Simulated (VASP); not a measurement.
# C (P6_3/mmc) in VASP: a series of runs, part 2 of 2

VASP 6.6.1.

## Step 3: Single point, PBEsol+D3(BJ) (volume 8.607 Å^3 an atom, c/a of the conventional cell 2.7423)

INCAR

```
SYSTEM = C
PREC = Accurate ; ENCUT = 520
EDIFF = 1E-6 ; ISMEAR = 0
SIGMA = 0.15 ; LREAL = .FALSE.
LASPH = .TRUE. ; NELM = 60
ALGO = Normal ; ISIF = 2
LWAVE = .FALSE. ; LCHARG = .FALSE.
GGA = PS ; IVDW = 12
NBANDS = 16
```

KPOINTS

```
Automatic mesh
0
G
  21 21 8
  0 0 0
```

POSCAR

```
C
1.0
    2.4383372218      0.0000000000      0.0000000000
   -1.2191686109      2.1116619771      0.0000000000
    0.0000000000      0.0000000000      6.6866521635
C
4
Direct
    0.0000000000      0.0000000000      0.0025000000
    0.0000000000      0.0000000000      0.5025000000
    0.3333333333      0.6666666667      0.0025000000
    0.6666666667      0.3333333333      0.5025000000
```

Potentials or basis: VASP PAW PBE potentials, release 64 (C).

Started as:

```sh
$ cat potpaw_PBE.64/C/POTCAR > POTCAR
$ mpirun -np 1 vasp_std > vasp.out
```

OUTCAR:

```text
SYSTEM = C
   PREC = Accurate
   ENCUT = 520
   EDIFF = 1E-6
   ISMEAR = 0
   LREAL = .FALSE.
   LASPH = .TRUE.
   NELM = 60
   ISIF = 2
   GGA = PS
   IVDW = 12
 IVDW          = 12

 ion  position               nearest neighbor table
   1  0.000  0.000  0.002-   3 1.41   3 1.41   3 1.41
   2  0.000  0.000  0.502-   4 1.41   4 1.41   4 1.41
   3  0.333  0.667  0.002-   1 1.41   1 1.41   1 1.41
   4  0.667  0.333  0.502-   2 1.41   2 1.41   2 1.41

  LATTYP: Found a hexagonal cell.
 ALAT       =     2.4383372218
 C/A-ratio  =     2.7423000001

  Lattice vectors:

 A1 = (   2.4383372218,   0.0000000000,   0.0000000000)
 A2 = (  -1.2191686109,   2.1116619771,   0.0000000000)
 A3 = (   0.0000000000,   0.0000000000,   6.6866521635)

Analysis of symmetry for initial positions (statically):
=====================================================================
 Subroutine PRICEL returns:
 Original cell was already a primitive cell.

 Routine SETGRP: Setting up the symmetry group for a
 hexagonal supercell.

[... 175 lines left out ...]
 cond. band min:       4.8170896582   @ k =   0.3333   0.3333   0.2500
 fundamental gap:      0.0026141482
 Fermi energy:         4.8168959163

 k-point     1 :       0.0000    0.0000    0.0000
  band No.  band energies     occupation
      1     -15.0548      2.00000
      2     -14.7415      2.00000
      3      -3.9827      2.00000
      4      -1.9489      2.00000
      5       1.8620      2.00000
      6       1.8620      2.00000
[... 433 lines left out ...]
      3      -2.3605      2.00000
      4      -2.2778      2.00000
      5      -2.1162      2.00000
      6      -0.7308      2.00000
[... 8 lines left out ...]
     15      17.1512      0.00000
     16      17.3712      0.00000

 [... further k-points ...]

------------------------ aborting loop because EDIFF is reached ----------------------------------------

 Edisp (eV)   -0.44205

 E8    (eV) :    -0.2150

  FORCE on cell =-STRESS in cart. coord.  units (eV):
  Direction    XX          YY          ZZ          XY          YZ          ZX
  --------------------------------------------------------------------------------------
  -------------------------------------------------------------------------------------
  Total       2.65010     2.65010    -0.14762    -0.00000     0.00000     0.00000
  in kB     123.32338   123.32338    -6.86936    -0.00000     0.00000     0.00000
  external pressure =       79.93 kB  Pullay stress =        0.00 kB

 VOLUME and BASIS-vectors are now :
 -----------------------------------------------------------------------------
  energy-cutoff  :      520.00
  volume of cell :       34.43
      direct lattice vectors                 reciprocal lattice vectors
     2.438337222  0.000000000  0.000000000     0.410115546  0.236780321  0.000000000
    -1.219168611  2.111661977  0.000000000     0.000000000  0.473560641  0.000000000
     0.000000000  0.000000000  6.686652163     0.000000000  0.000000000  0.149551670

 POSITION                                       TOTAL-FORCE (eV/Angst)
 -----------------------------------------------------------------------------------
      0.00000      0.00000      0.01672        -0.000000      0.000000      0.000000
      0.00000      0.00000      3.36004         0.000000     -0.000000     -0.000000
     -0.00000      1.40777      0.01672         0.000000     -0.000000     -0.000000
      1.21917      0.70389      3.36004        -0.000000      0.000000     -0.000000
 -----------------------------------------------------------------------------------
    total drift:                               -0.000000     -0.000000      0.000006

  FREE ENERGIE OF THE ION-ELECTRON SYSTEM (eV)
  ---------------------------------------------------
  free  energy   TOTEN  =       -38.9876583161 eV

  energy  without entropy=      -38.9867915115  energy(sigma->0) =      -38.98722491
```

OSZICAR:

```text
N       E                     dE             d eps       ncg     rms          rms(c)
DAV:   1     0.280501870992E+02    0.28050E+02   -0.79676E+03  7696   0.935E+02
DAV:   2    -0.385289356939E+02   -0.66579E+02   -0.60650E+02 10944   0.185E+02
DAV:   3    -0.410978107287E+02   -0.25689E+01   -0.25572E+01  9992   0.334E+01
DAV:   4    -0.411180119346E+02   -0.20201E-01   -0.20191E-01  9656   0.356E+00
DAV:   5    -0.411183152082E+02   -0.30327E-03   -0.30326E-03  9720   0.412E-01    0.937E+00
DAV:   6    -0.391559975289E+02    0.19623E+01   -0.12862E+00  9240   0.727E+00    0.543E+00
DAV:   7    -0.385407775882E+02    0.61522E+00   -0.15567E+00  9480   0.812E+00    0.144E+00
DAV:   8    -0.385471993859E+02   -0.64218E-02   -0.79826E-02  9136   0.170E+00    0.340E-01
DAV:   9    -0.385454896848E+02    0.17097E-02   -0.24729E-03  9704   0.346E-01    0.986E-02
DAV:  10    -0.385456183367E+02   -0.12865E-03   -0.54904E-04  8928   0.150E-01    0.726E-02
DAV:  11    -0.385456097246E+02    0.86121E-05   -0.31072E-05  9840   0.376E-02    0.539E-03
DAV:  12    -0.385456104210E+02   -0.69636E-06   -0.99097E-07  8096   0.675E-03
   1 F= -.38987658E+02 E0= -.38987225E+02  d E =-.866805E-03
```

stdout:

```text
POSCAR found type information on POSCAR C
 POSCAR found :  1 types and       4 ions
 scaLAPACK will be used
 -----------------------------------------------------------------------------
|                                                                             |
|                                                                             |
|     You enforced a specific xc type in the INCAR file but a different       |
|     I HOPE YOU KNOW WHAT YOU ARE DOING!                                     |
|                                                                             |
 -----------------------------------------------------------------------------

 LDA part: xc-table for (Slater+PW92), standard interpolation
 POSCAR, INCAR and KPOINTS ok, starting setup
 FFT: planning ... GRIDC
 FFT: planning ... GRID_SOFT
 FFT: planning ... GRID
 WAVECAR not read
 entering main loop
```

Wall time 48 s (1 thread of Intel Xeon 6975P-C (Granite Rapids), shared host); peak memory 0.22 GiB.

What came out:

```
Free energy                : -38.9877 eV
Pressure                   : 8.0 GPa
Band gap on the k mesh     : zero (band 8 reaches 4.83 eV, above the bottom of band 9 at 4.80 eV)
Dispersion energy per atom : -0.111 eV
```

Levels at points of the mesh, in eV from the Fermi level:
| k point | band 4 | band 5 | band 6 | band 7 | band 8 | band 9 | band 10 | band 11 | band 12 | band 13 |
| --- | --- | --- | --- | --- | --- | --- | --- | --- | --- | --- |
| (0.00, 0.00, 0.00) | -6.77 | -2.95 | -2.95 | -2.94 | -2.94 | 3.96 | 8.52 | 8.52 | 8.58 | 8.58 |
| (0.00, 0.00, 0.50) | -7.88 | -2.95 | -2.95 | -2.95 | -2.95 | 6.65 | 6.65 | 8.55 | 8.55 | 8.55 |

Caveat: the PAW data sets were made with another functional, which shifts forces and pressure a little.

## Step 4: Single point, PBEsol+D3(BJ) (volume 8.607 Å^3 an atom, c/a of the conventional cell 2.3729)

INCAR

```
PREC = Accurate
ENCUT = 520
EDIFF = 1E-7
ISMEAR = 0
SIGMA = 0.15
LREAL = F
LASPH = T
NELM = 60
ALGO = Normal
ISIF = 2
LWAVE = F
LCHARG = F
GGA = PS
IVDW = 12
NBANDS = 16
```

KPOINTS

```
regular mesh
0
Gamma
  21 21 8
```

POSCAR

```
C
1.0
    2.5588153310      0.0000000000      0.0000000000
   -1.2794076655      2.2159990802      0.0000000000
    0.0000000000      0.0000000000      6.0718128989
C
4
Direct
    0.0000000000      0.0000000000      0.0025000000
    0.0000000000      0.0000000000      0.5025000000
    0.3333333333      0.6666666667      0.0025000000
    0.6666666667      0.3333333333      0.5025000000
```

Started as:

```sh
$ cat potpaw_PBE.64/C/POTCAR > POTCAR
$ mpirun -np 1 vasp_std > vasp.out
```

It took 52 s on 1 thread of Intel Xeon 6975P-C (Granite Rapids), shared host; peak memory 0.21 GiB.

Results (log left out):

```
Free energy                : -38.5615 eV
Pressure                   : -30.3 GPa
Band gap on the k mesh     : zero (band 8 reaches 4.83 eV, above the bottom of band 9 at 4.74 eV)
Dispersion energy per atom : -0.117 eV
```

Stress tensor (GPa, compression positive):
```
-47.71   0.00   0.00
  0.00 -47.71   0.00
  0.00   0.00   4.59
```

Levels at points of the mesh, in eV from the Fermi level:
```csv
k point,band 4,band 5,band 6,band 7,band 8,band 9,band 10,band 11,band 12,band 13
"(0.00, 0.00, 0.00)",-5.02,-2.97,-2.97,-2.91,-2.91,5.60,7.61,7.61,7.74,7.74
"(0.00, 0.00, 0.50)",-6.89,-2.94,-2.94,-2.94,-2.94,7.67,7.67,7.67,7.67,9.14
```

Caveat: the PAW data sets were made with another functional, which shifts forces and pressure a little.

## Step 5: Single point, PBEsol+D3(BJ) (volume 8.607 Å^3 an atom, c/a of the conventional cell 2.4902)

INCAR

```
SYSTEM = C
ALGO = Normal ; EDIFF = 1E-6
ENCUT = 520 ; GGA = PS
ISIF = 2 ; ISMEAR = 0
IVDW = 12 ; LASPH = .TRUE.
LCHARG = .FALSE. ; LREAL = .FALSE.
LWAVE = .FALSE. ; NBANDS = 16
NELM = 80 ; PREC = Accurate
SIGMA = 0.15
```

KPOINTS

```
k-points
0
G
  21 21 8
  0 0 0
```

POSCAR

```
C
1.0
    2.5179900712      0.0000000000      0.0000000000
   -1.2589950356      2.1806433681      0.0000000000
    0.0000000000      0.0000000000      6.2702988753
C
4
Direct
    0.0000000000      0.0000000000      0.0025000000
    0.0000000000      0.0000000000      0.5025000000
    0.3333333333      0.6666666667      0.0025000000
    0.6666666667      0.3333333333      0.5025000000
```

Started as:

```sh
$ cat potpaw_PBE.64/C/POTCAR > POTCAR
$ mpirun -np 1 vasp_std > vasp.out
```

It took 47 s on 1 thread of Intel Xeon 6975P-C (Granite Rapids), shared host; peak memory 0.21 GiB.

It converged, with:

```yaml
Free_energy: -38.8524 eV
Pressure: -18.9 GPa
Band_gap_on_the_k_mesh: zero (band 8 reaches 4.83 eV, above the bottom of band 9 at 4.76 eV)
Dispersion_energy_per_atom: -0.116 eV
```

Stress tensor (GPa, compression positive):
```
-29.44   0.00   0.00
  0.00 -29.44   0.00
  0.00   0.00   2.30
```

Levels at points of the mesh, in eV from the Fermi level:
| k point | band 5 | band 6 | band 7 | band 8 | band 9 | band 10 | band 11 | band 12 |
| --- | --- | --- | --- | --- | --- | --- | --- | --- |
| (0.00, 0.00, 0.00) | -2.97 | -2.97 | -2.93 | -2.93 | 4.99 | 7.91 | 7.91 | 8.01 |
| (0.00, 0.00, 0.50) | -2.95 | -2.95 | -2.95 | -2.95 | 7.95 | 7.95 | 7.95 | 7.95 |

Caveat: the PAW data sets were made with another functional, which shifts forces and pressure a little.

## Step 6: Overview

```csv
cell,gap on the mesh (eV),pressure (GPa)
"a = 2.478, b = 2.478, c = 6.475 Å, angles 90.0, 90.0, 120.0°, 4 atoms",none,-6.1
"a = 2.438, b = 2.438, c = 6.687 Å, angles 90.0, 90.0, 120.0°, 4 atoms",none,8.0
"a = 2.559, b = 2.559, c = 6.072 Å, angles 90.0, 90.0, 120.0°, 4 atoms",none,-30.3
"a = 2.518, b = 2.518, c = 6.270 Å, angles 90.0, 90.0, 120.0°, 4 atoms",none,-18.9
```

Alike in all rows: task single point; level PBEsol+D3(BJ); potentials or basis VASP PAW PBE potentials, release 64 (C); no spin polarisation; k mesh 21 × 21 × 8; cutoff (eV) 520; smearing gaussian 0.15 eV.

Caveats: the PAW data sets were made with another functional, which shifts forces and pressure a little.

Total energies depend on the potentials used, so only differences within one code and one set of settings carry meaning.
